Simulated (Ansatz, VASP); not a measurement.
# ZrHPb3 in VASP and in Ansatz

INCAR

```
SYSTEM = ZrHPb3
ALGO = Normal ; EDIFF = 1E-7
EDIFFG = -0.01 ; ENCUT = 600
GGA = PE ; IBRION = 2
ISIF = 3 ; ISMEAR = 0
LASPH = .True. ; LCHARG = .False.
LREAL = .False. ; LWAVE = .False.
NELM = 100 ; NSW = 100
PREC = Accurate ; SIGMA = 0.1
```

File KPOINTS:

```
k-points
0
Gamma
  8 8 8
  0 0 0
```

POSCAR

```
ZrHPb3
1.0
    4.8674151469      0.0000000000      0.0000000000
    0.0000000000      4.8674151469      0.0000000000
    0.0000000000      0.0000000000      4.8674151469
Zr H Pb
1 1 3
Direct
    0.0000000000      0.0000000000      0.0000000000
    0.5000000000      0.5000000000      0.5000000000
    0.0000000000      0.5000000000      0.5000000000
    0.5000000000      0.0000000000      0.5000000000
    0.5000000000      0.5000000000      0.0000000000
```

Input for Ansatz:

```yaml
crystal:
  lattice:
    - [4.8674151469, 0.0, 0.0]
    - [0.0, 4.8674151469, 0.0]
    - [0.0, 0.0, 4.8674151469]
  atoms:
    - { symbol: Zr, position: [0.0, 0.0, 0.0] }
    - { symbol: H, position: [0.5, 0.5, 0.5] }
    - { symbol: Pb, position: [0.0, 0.5, 0.5] }
    - { symbol: Pb, position: [0.5, 0.0, 0.5] }
    - { symbol: Pb, position: [0.5, 0.5, 0.0] }
basis:
  ecutwfc: 420
kpoints:
  mp_grid: { grid: [8, 8, 8] }
hamiltonian:
  xc: pbe
scf:
  occupations: { method: gaussian, width: 0.1 }
output:
  forces: true
  stress: true
  eigenvalues: true
relax:
  adjacent_minimum: "off"
  f_tol: 0.01
  max_steps: 80
  cell: { stress_tol: 0.05 }
```

Change from the starting cell: species swapped into the TbBPd3 type (Pm-3m, No. 221).

Alike in both runs: task relaxation of cell and atoms; functional PBE; k mesh 8 × 8 × 8; occupations gaussian, width 0.1 eV; no spin polarisation.

|  | VASP | Ansatz |
| --- | --- | --- |
| version | VASP 6.6.1 | Ansatz 0.2.0 |
| potentials or method | VASP PAW PBE potentials, release 64 (Zr_sv, H, Pb_d), cutoff 600 eV | scalar-relativistic, plane waves, PAW |
| valence electrons in the cell | 55 | 55 |

```csv
,VASP,Ansatz,Ansatz less VASP
"gap on the k mesh at the Fermi level, each at its own relaxed structure (eV)",none,none,-
relaxed volume (Å³/atom),22.96,22.97,+0.011
relaxed cell length with the largest relative difference (Å),4.860,4.861,+0.0008
```

A gap of «none» marks a metal or a gap that the smearing closes.

Neither program's run includes spin-orbit coupling.
